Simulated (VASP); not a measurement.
A run of VASP 6.6.1:

File INCAR:

```
SYSTEM = MnHg
ALGO = Normal ; EDIFF = 1E-6
ENCUT = 520 ; GGA = PS
ISIF = 2 ; ISMEAR = 0
ISPIN = 2 ; LASPH = .TRUE.
LCHARG = .TRUE. ; LELF = .TRUE.
LMAXMIX = 4 ; LORBIT = 11
LREAL = .FALSE. ; LVHAR = .TRUE.
LWAVE = .FALSE. ; MAGMOM = 4 0
NBANDS = 24 ; NELM = 150
PREC = Accurate ; SIGMA = 0.1
```

Contents of KPOINTS:

```
k-points
0
G
  12 12 12
  0 0 0
```

Contents of POSCAR:

```
MnHg
1.0
    3.1524607144      0.0000000000      0.0000000000
    0.0000000000      3.1524607144      0.0000000000
    0.0000000000      0.0000000000      3.1524607144
Mn Hg
1 1
Direct
    0.5000000000      0.5000000000      0.5000000000
    0.0000000000      0.0000000000      0.0000000000
```

Potentials or basis: VASP PAW PBE potentials, release 64 (Mn_pv, Hg).

Launch:

```bash
$ cat potpaw_PBE.64/Mn_pv/POTCAR potpaw_PBE.64/Hg/POTCAR > POTCAR
$ mpirun -np 1 vasp_std > vasp.out
```

Hardware: 1 thread of Intel Xeon 8259CL, on a shared host.

Question: How long does it take, and how much memory?

Answer: Run time: 110 s on 1 thread of Intel Xeon 8259CL (shared host), peak memory 0.22 GiB. Counts: scf iterations 13, k points 84.
